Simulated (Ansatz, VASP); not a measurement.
NiO in VASP and in Ansatz

POSCAR

```
NiO
1.0
    2.1361844669      2.1361844669      0.0000000000
   -2.1361844669      2.1361844669      0.0000000000
    0.0000000000      0.0000000000      4.1341126794
Ni O
2 2
Direct
    0.0000000000      0.0000000000      0.0000000000
    0.5000000000      0.5000000000      0.5000000000
    0.5000000000      0.5000000000      0.0000000000
    0.0000000000      0.0000000000      0.5000000000
```

File INCAR.step1:

```
SYSTEM = NiO
  PREC = Accurate
  ENCUT = 520
  ISMEAR = 0
  SIGMA = 0.02
  LREAL = .False.
  LASPH = .True.
  NELM = 150
  ISPIN = 2
  MAGMOM = 1.83 1.83 0.31 0.31
  LMAXMIX = 4
  NBANDS = 28
  GGA = PE
  ALGO = Normal
  EDIFF = 1E-4
  LWAVE = .True.
  LCHARG = .False.
```

INCAR.step2

```
SYSTEM = NiO
  PREC = Accurate
  ENCUT = 520
  EDIFF = 1E-6
  ISMEAR = 0
  SIGMA = 0.02
  LREAL = .False.
  LASPH = .True.
  NELM = 150
  ALGO = Normal
  ISIF = 2
  LWAVE = .False.
  LCHARG = .False.
  ISPIN = 2
  MAGMOM = 1.83 1.83 0.31 0.31
  LORBIT = 11
  LMAXMIX = 4
  METAGGA = R2SCAN
  LMIXTAU = .True.
  NBANDS = 28
  ISTART = 1
```

Contents of KPOINTS:

```
Automatic mesh
0
Gamma
  10 10 8
  0 0 0
```

Input for Ansatz:

```yaml
crystal:
  lattice:
    - [2.1361844669, 2.1361844669, 0.0]
    - [-2.1361844669, 2.1361844669, 0.0]
    - [0.0, 0.0, 4.1341126794]
  atoms:
    - { symbol: Ni, position: [0.0, 0.0, 0.0], spin: 1.83 }
    - { symbol: Ni, position: [0.5, 0.5, 0.5], spin: 1.83 }
    - { symbol: O, position: [0.5, 0.5, 0.0], spin: 0.31 }
    - { symbol: O, position: [0.0, 0.0, 0.5], spin: 0.31 }
basis:
  ecutwfc: 500
kpoints:
  mp_grid: { grid: [10, 10, 8] }
  band_path: { path: [VBM, CBM], npoints: 2 }
hamiltonian:
  xc: r2scan
scf:
  occupations: { method: gaussian, width: 0.02 }
output:
  forces: true
  stress: true
  eigenvalues: true
  populations: true
magnetization:
  spin_polarized: true
checkpoint:
  read: start.run
  write: ck
  compress: false
  write_wavefunctions: false
  write_every: 100000
```

Alike in both runs: task single point; functional r2SCAN; k mesh 10 × 10 × 8; occupations gaussian, width 0.02 eV; collinear spin.

```csv
,VASP,Ansatz
version,VASP 6.6.1,Ansatz 0.2.0
potentials or method,"VASP PAW PBE potentials, release 64 (Ni, O), cutoff 520 eV","scalar-relativistic, plane waves, PAW"
valence electrons in the cell,32,48
```

|  | VASP | Ansatz | Ansatz less VASP |
| --- | --- | --- | --- |
| gap on the k mesh at the Fermi level (eV) | 0.65 | 0.73 | +0.086 |
| least direct gap on the mesh (eV) | 1.56 | 1.64 | +0.079 |
| pressure (GPa) | -4.9 | -4.9 | -0.02 |
| traceless stress, the component that is largest in VASP (GPa) | 4.91 | 4.94 | +0.025 |
| net moment per atom (μB) | 1.00 | 1.00 | 0.000 |
| size of the moment on the site where the two differ most (μB) | 1.70 | 1.67 | -0.030 |

VASP's potentials were made for PBE, not for r2SCAN. Site moments also hang on the region over which each program counts them. VASP's potentials hold 32 valence electrons a cell and Ansatz's 48, so a difference there can come from the potentials and not from the codes. Ansatz's warnings: stability check not made.
